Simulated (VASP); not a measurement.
**ZnS: single point with r2SCAN**

ZnS:

```
CELL_PARAMETERS angstrom
0.02021 2.69451 2.69451
2.71472 0.00000 2.71472
2.69451 2.69451 0.02021
ATOMIC_POSITIONS crystal
Zn 0.00000 0.00000 0.00000
S 0.75000 0.75000 0.75000
```

This cell differs from its parent crystal: strain +0.0150 x Voigt [0, 0, 0, 0, 1, 0].

```yaml
Program: VASP 6.6.1
Task: single point
Functional: r2SCAN
Potentials_or_basis: VASP PAW PBE potentials, release 64 (Zn, S)
Cutoff: 520 eV
k_mesh: 8 × 8 × 8
Occupations: gaussian, width 0.05 eV
Spin: no spin polarisation
```

```yaml
Pressure: 0.1 GPa
Largest_force: 0.082 eV/Å
Band_gap_on_the_k_mesh: 2.68 eV, direct
```

Forces on the atoms (eV/Å):
```
Zn   0.000 -0.082  0.000
S    0.000  0.082  0.000
```

Stress tensor (GPa, compression positive):
```
 0.10  0.00 -1.10
 0.00  0.05  0.00
-1.10  0.00  0.10
```

Levels at points of the mesh, in eV from the valence-band top:
```
           k point  band 5  band 6  band 7  band 8  band 9  band 10  band 11  band 12  band 13  band 14
(0.00, 0.00, 0.00)   -6.01   -6.01   -0.06   -0.03    0.00     2.68     6.76     6.87     6.98    12.28
(0.50, 0.00, 0.00)   -5.97   -5.80   -5.49   -0.96   -0.96     3.75     7.27     7.38     9.44    12.86
(0.00, 0.50, 0.00)   -5.98   -5.81   -5.47   -0.90   -0.89     3.85     7.34     7.45     9.40    12.89
(0.50, 0.50, 0.00)   -5.93   -5.79   -4.68   -2.34   -2.34     3.68     4.45    11.77    12.85    12.87
(0.50, 0.00, 0.50)   -5.93   -5.79   -4.68   -2.42   -2.26     3.67     4.47    11.80    12.84    12.87
```

It took 110 s on 1 thread of Intel(R) Xeon(R) 6975P-C (Granite Rapids) (shared host), peak memory 0.2 GiB.

Caveat: the cell differs from its parent crystal (strain +0.0150 x Voigt [0, 0, 0, 0, 1, 0]); the PAW data sets were made with another functional, which shifts forces and pressure a little.
